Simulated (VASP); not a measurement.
# Sn (I4/mmm) in VASP: single point with LDA

Aim: the single point of Sn with LDA.

Everything below comes from runs of VASP 6.6.1. Logs are shortened: lines on timing, memory, paths and dates and some standing lists are left out, and cuts for length are marked.

**1. The cell of the first run**

Symmetry: I4/mmm, No. 139, tetragonal system. Conventional cell: a = 4.050 Å, b = 4.050 Å, c = 7.930 Å, α = 90.00°, β = 90.00°, γ = 90.00°. Sn (site symmetry 4/mmm) has 12 Sn at 4.05 to 4.89 Å within 5.3 Å.

**2. Single point, LDA**

Contents of INCAR:

```
SYSTEM = Sn
  PREC = Accurate
  ENCUT = 520
  EDIFF = 1E-7
  ISMEAR = 1
  SIGMA = 0.05
  LREAL = .False.
  LASPH = .True.
  NELM = 100
  ALGO = Normal
  ISIF = 2
  LWAVE = .False.
  LCHARG = .False.
  GGA = CA
  NBANDS = 13
```

Contents of KPOINTS:

```
Automatic mesh
0
Gamma
  8 8 8
  0 0 0
```

Contents of POSCAR:

```
Sn
1.0
   -2.0250000000      2.0250000000      3.9650000000
    2.0250000000     -2.0250000000      3.9650000000
    2.0250000000      2.0250000000     -3.9650000000
Sn
1
Direct
    0.0000000000      0.0000000000      0.0000000000
```

Potentials or basis: VASP PAW LDA potentials, release 64 (Sn_d).

Run with:

```sh
$ cat potpaw_LDA.64/Sn_d/POTCAR > POTCAR
$ mpirun -np 1 vasp_std > vasp.out
```

OUTCAR:

```text
SYSTEM = Sn
   PREC = Accurate
   ENCUT = 520
   EDIFF = 1E-7
   ISMEAR = 1
   LREAL = .False.
   LASPH = .True.
   NELM = 100
   ISIF = 2
   GGA = CA

 ion  position               nearest neighbor table
   1  0.000  0.000  0.000-

  LATTYP: Found a body centered tetragonal cell.
 ALAT       =     4.0500000000
 C/A-ratio  =     1.9580246914

  Lattice vectors:

 A1 = (  -2.0250000000,   2.0250000000,   3.9650000000)
 A2 = (   2.0250000000,  -2.0250000000,   3.9650000000)
 A3 = (   2.0250000000,   2.0250000000,  -3.9650000000)

Analysis of symmetry for initial positions (statically):
=====================================================================
 Subroutine PRICEL returns:
 Original cell was already a primitive cell.

 Routine SETGRP: Setting up the symmetry group for a
 body centered tetragonal supercell.

 Subroutine GETGRP returns: Found 16 space group operations
 (whereof 16 operations were pure point group operations)
 out of a pool of 16 trial point group operations.

The static configuration has the point symmetry D_4h.

Analysis of symmetry for dynamics (positions and initial velocities):
=====================================================================
 Subroutine PRICEL returns:
 Original cell was already a primitive cell.

 Routine SETGRP: Setting up the symmetry group for a
 body centered tetragonal supercell.

 Subroutine GETGRP returns: Found 16 space group operations
 (whereof 16 operations were pure point group operations)
 out of a pool of 16 trial point group operations.

The dynamic configuration has the point symmetry D_4h.

 Subroutine INISYM returns: Found 16 space group operations
 (whereof 16 operations are pure point group operations),
 and found     1 'primitive' translations

----------------------------------------------------------------------------------------

                                     Primitive cell

  volume of cell :      65.0359

  direct lattice vectors                    reciprocal lattice vectors
    -2.025000000  2.025000000  3.965000000     0.000000000  0.246913580  0.126103405
     2.025000000 -2.025000000  3.965000000     0.246913580  0.000000000  0.126103405
     2.025000000  2.025000000 -3.965000000     0.246913580  0.246913580  0.000000000

  length of vectors
     4.891060723  4.891060723  4.891060723     0.277251483  0.277251483  0.349188534

  position of ions in fractional coordinates (direct lattice)
     0.000000000  0.000000000  0.000000000

[... 77 lines left out ...]
   EDIFFG = 0.1E-05   stopping-criterion for IOM
   NSW    =      0    number of steps for IOM
   IBRION =     -1    ionic relax: 0-MD 1-quasi-New 2-CG
   NFREE  =      0    steps in history (QN), initial steepest desc. (CG)
   ISIF   =      2    stress and relaxation
   ISYM   =      2    0-nonsym 1-usesym 2-fastsym
   POTIM  = 0.5000    time-step for ionic-motion
   TEBEG  =    0.0;   TEEND  =   0.0 temperature during run
   PSTRESS=    0.0 pullay stress
   NELECT =      14.0000    total number of electrons
   NUPDOWN=      -1.0000    fix difference up-down
   EMIN   =  10.00;   EMAX   =-10.00  energy-range for DOS
   EFERMI =   0.00;   METHOD = LEGACY
   ISMEAR =     1;   SIGMA  =   0.05  broadening in eV -4-tet -1-fermi 0-gaus
   EFERMI_NEDOS =   21; number of points for ismear=-14 and -15
   IALGO  =     38    algorithm
   IMIX   =      4    mixing-type and parameters
     AMIX     =   0.40;   BMIX     =  1.00
     AMIX_MAG =   1.60;   BMIX_MAG =  1.00
  volume/ion in A,a.u.               =      65.04       438.88
  Fermi-wavevector in a.u.,A,eV,Ry     =   0.981145  1.854095 13.097581  0.962645
  Thomas-Fermi vector in A             =   2.112129
   LORBIT       =      0    0 simple, 1 ext, 2 COOP (PROOUT), +10 PAW based schemes
   GGA     = CA    functional components
   LHFCALC =     F    Hartree Fock is set to
   AEXX    =    0.0000 exact exchange contribution
   IVDW    =     0    specifies the selected vdW correction
   LEPSILON=     F    determine dielectric tensor
   LRPA    =     F    only Hartree local field effects (RPA)
 non-spin polarized calculation
 Methfessel and Paxton  Order N= 1 SIGMA  =   0.05
  energy-cutoff  :      520.00
  volume of cell :       65.04
 maximum number of plane-waves:      1784
   NGX = 19   NGY = 19   NGZ = 19

 number of electron      13.9999994 magnetization

 Free energy of the ion-electron system (eV)
  ---------------------------------------------------
  ext. energy  EPLUGINS =         0.00000000
  ---------------------------------------------------
  free energy    TOTEN  =        -2.60256343 eV

  energy without entropy =       -2.60256953  energy(sigma->0) =       -2.60256546

 E-fermi :   0.8636     XC(G=0):  -7.0765

 val. band max:        0.7958415067   @ k =   0.5000   0.5000   0.1250
 cond. band min:       0.8702366273   @ k =  -0.3750   0.5000   0.2500
 fundamental gap:      0.0743951206
 Fermi energy:         0.8636163783

 k-point     1 :       0.0000    0.0000    0.0000
  band No.  band energies     occupation
      1     -20.9893      2.00000
      2     -20.9632      2.00000
      3     -20.9632      2.00000
      4     -20.9248      2.00000
      5     -20.9044      2.00000
      6      -6.6938      2.00000
      7       2.4956      0.00000
      8       3.6366      0.00000
      9       3.6366      0.00000
     10       5.5853      0.00000
     11       8.2833      0.00000
     12       8.4399      0.00000
     13       9.8280      0.00000
[... 354 lines left out ...]
  band No.  band energies     occupation
      1     -20.9810      2.00000
      2     -20.9674      2.00000
      3     -20.9645      2.00000
      4     -20.9122      2.00000
      5     -20.9013      2.00000
      6      -5.3368      2.00000
      7      -0.3540      2.00000
      8       1.7503     -0.00000
      9       1.9711      0.00000
     10       6.0154      0.00000
     11       6.5955      0.00000
     12       8.9460      0.00000
     13      10.2547      0.00000

 [... further k-points ...]
[... 5 lines left out ...]
  --------------------------------------------------------------------------------------
  -------------------------------------------------------------------------------------
  Total       -2.8133432     -2.8133432     -2.1446495      0.0000000      0.0000000      0.0000000
  in kB      -69.3074733    -69.3074733    -52.8340206      0.0000000      0.0000000      0.0000000
  external PRESSURE =     -63.8163224 kB  Pullay stress =       0.0000000 kB

 VOLUME and BASIS-vectors are now :
 -----------------------------------------------------------------------------
  energy-cutoff  :      520.00
  volume of cell :       65.04
      direct lattice vectors                 reciprocal lattice vectors
    -2.025000000  2.025000000  3.965000000     0.000000000  0.246913580  0.126103405
     2.025000000 -2.025000000  3.965000000     0.246913580  0.000000000  0.126103405
     2.025000000  2.025000000 -3.965000000     0.246913580  0.246913580  0.000000000

 POSITION                                       TOTAL-FORCE (eV/Angst)
 -----------------------------------------------------------------------------------
      0.00000      0.00000      0.00000         0.000000      0.000000     -0.000000
 -----------------------------------------------------------------------------------
    total drift:                               -0.000000      0.000000      0.000000

  FREE ENERGIE OF THE ION-ELECTRON SYSTEM (eV)
  ---------------------------------------------------
  free  energy   TOTEN  =        -2.6025634280 eV

  energy  without entropy=       -2.6025695309  energy(sigma->0) =       -2.60256546
```

It took 28 s on 1 thread of Intel Xeon Platinum 8488C (Sapphire Rapids), shared host; peak memory 0.19 GiB.

Results:

| Quantity | Value |
| --- | --- |
| Free energy | -2.6026 eV |
| Pressure | -6.4 GPa |
| Band gap on the k mesh | zero (bands 7 and 8 overlap by 2.20 eV) |

Stress tensor (GPa, compression positive):
```
-6.93  0.00  0.00
 0.00 -6.93  0.00
 0.00  0.00 -5.28
```

Caveat: the cell stands under tension; spin-orbit coupling is left out, which moves the levels of the heavy elements.
